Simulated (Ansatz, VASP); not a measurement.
InSb in VASP and in Ansatz

The input INCAR:

```
SYSTEM = InSb
  PREC = Accurate
  ENCUT = 520
  EDIFF = 1E-6
  ISMEAR = 0
  SIGMA = 0.15
  LREAL = .FALSE.
  LASPH = .TRUE.
  NELM = 80
  ALGO = Normal
  ISIF = 2
  LWAVE = .FALSE.
  LCHARG = .TRUE.
  GGA = PE
  LELF = .TRUE.
  LVHAR = .TRUE.
  NBANDS = 16
```

KPOINTS

```
Automatic mesh
0
G
  12 12 12
  0 0 0
```

POSCAR

```
InSb
1.0
    0.0000000000      2.9214246080      3.3827021777
    2.9214246080      0.0000000000      3.3827021777
    2.9214246080      2.9214246080      0.0000000000
In Sb
1 1
Direct
    0.0000000000      0.0000000000      0.0000000000
    0.5000000000      0.5000000000      0.5000000000
```

Input for Ansatz:

```yaml
crystal:
  lattice:
    - [0.0, 2.921424608, 3.3827021777]
    - [2.921424608, 0.0, 3.3827021777]
    - [2.921424608, 2.921424608, 0.0]
  atoms:
    - { symbol: In, position: [0.0, 0.0, 0.0] }
    - { symbol: Sb, position: [0.5, 0.5, 0.5] }
basis:
  ecutwfc: 420
kpoints:
  mp_grid: { grid: [12, 12, 12] }
hamiltonian:
  xc: pbe
  pseudopotentials: { kind: paw, azcp: { folder: soft_1 } }
scf:
  occupations: { method: gaussian, width: 0.15 }
output:
  forces: true
  stress: true
  eigenvalues: true
  write_density: true
  write_potential: true
  elf: true
  volumetric_format: npy
```

Change from the starting cell: strain +e along x and -e along y +0.0000, strain +e along z and -e/2 along x and y +0.1000.

Alike in both runs: task single point; functional PBE; k mesh 12 × 12 × 12; occupations gaussian, width 0.15 eV; no spin polarisation.

|  | VASP | Ansatz |
| --- | --- | --- |
| version | VASP 6.6.1 | Ansatz 0.2.0 |
| potentials or method | VASP PAW PBE potentials, release 64 (In_d, Sb), cutoff 520 eV | scalar-relativistic, plane waves, PAW |
| valence electrons in the cell | 18 | 28 |

Ansatz gave:

* gap on the k mesh at the Fermi level (eV): none
* pressure (GPa): 2.5
* traceless stress, the component that is largest in VASP (GPa): -6.71

Task: What did VASP give for the same quantities?

Result: gap on the k mesh at the Fermi level (eV): none; pressure (GPa): 2.4; traceless stress, the component that is largest in VASP (GPa): -6.71.

A gap of «none» marks a metal or a gap that the smearing closes. The functional is the same, so the differences come from potentials, cutoffs and numerics. VASP's potentials hold 18 valence electrons a cell and Ansatz's 28, so a difference there can come from the potentials and not from the codes.

Spin-orbit coupling is off throughout.
